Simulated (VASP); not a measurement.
Input of a VASP 6.6.1 run:

The input INCAR:

```
SYSTEM = Ga
  ALGO = Normal
  EDIFF = 1E-6
  ENCUT = 520
  GGA = PE
  ISIF = 2
  ISMEAR = -1
  LASPH = .True.
  LCHARG = .False.
  LREAL = .False.
  LWAVE = .False.
  NBANDS = 20
  NELM = 100
  PREC = Accurate
  SIGMA = 0.05
```

The input KPOINTS:

```
k-points
0
Gamma
  12 12 12
  0 0 0
```

Contents of POSCAR:

```
Ga
1.0
    0.0000000000      2.8027397702      2.8027397702
    2.8027397702      0.0000000000      2.8027397702
    2.8027397702      2.8027397702      0.0000000000
Ga
2
Direct
   -0.1250000000     -0.1250000000     -0.1250000000
    0.1250000000      0.1250000000      0.1250000000
```

Potentials or basis: VASP PAW PBE potentials, release 64 (Ga_d).

Command:

```console
$ cat potpaw_PBE.64/Ga_d/POTCAR > POTCAR
$ mpirun -np 1 vasp_std > vasp.out
```

Task: Estimate the pressure.

Result: 7.6 GPa.

Task: Predict the band gap on the k mesh.

Result: Zero (bands 13 and 14 overlap by 4.90 eV).

Caveat: the cell stands under pressure.
